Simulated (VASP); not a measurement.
A run of VASP 6.6.1 is set up as follows.

Contents of INCAR:

```
SYSTEM = SiMo3
ALGO = Normal ; EDIFF = 1E-6
EDIFFG = -0.01 ; ENCUT = 600
GGA = PE ; IBRION = 2
ISIF = 3 ; ISMEAR = 0
LASPH = .True. ; LCHARG = .False.
LREAL = .False. ; LWAVE = .False.
NELM = 100 ; NSW = 100
PREC = Accurate ; SIGMA = 0.1
```

Contents of KPOINTS:

```
k-points
0
Gamma
  8 8 8
  0 0 0
```

POSCAR

```
SiMo3
1.0
    4.8896951700      0.0000000000      0.0000000000
    0.0000000000      4.8896951700      0.0000000000
    0.0000000000      0.0000000000      4.8896951700
Si Mo
2 6
Direct
    0.5000000000      0.5000000000      0.5000000000
    0.0000000000      0.0000000000      0.0000000000
    0.0000000000      0.5000000000      0.2500000000
    0.0000000000      0.5000000000      0.7500000000
    0.5000000000      0.7500000000      0.0000000000
    0.5000000000      0.2500000000      0.0000000000
    0.7500000000      0.0000000000      0.5000000000
    0.2500000000      0.0000000000      0.5000000000
```

Potentials or basis: VASP PAW PBE potentials, release 64 (Si, Mo_sv).

Run with:

```sh
$ cat potpaw_PBE.64/Si/POTCAR potpaw_PBE.64/Mo_sv/POTCAR > POTCAR
$ mpirun -np 1 vasp_std > vasp.out
```

Problem. What does it give for the relaxed cell?

Solution. a = 4.909 Å, b = 4.909 Å, c = 4.909 Å, α = 90.00°, β = 90.00°, γ = 90.00°.

Problem. Estimate the relaxed volume.

Solution. 14.79 Å³/atom.

Problem. Estimate the band gap on the k mesh.

Solution. Zero (band 46 reaches 13.80 eV, above the bottom of band 47 at 11.37 eV).

Step by step:
```tsv
step	energy change (eV)	largest force (eV/Å)	pressure (GPa)	volume (Å³)
1	0.0000	0.0000	3.02	116.91
2	0.0569	0.0000	-6.54	121.64
3	-0.0129	0.0000	-0.03	118.31
```
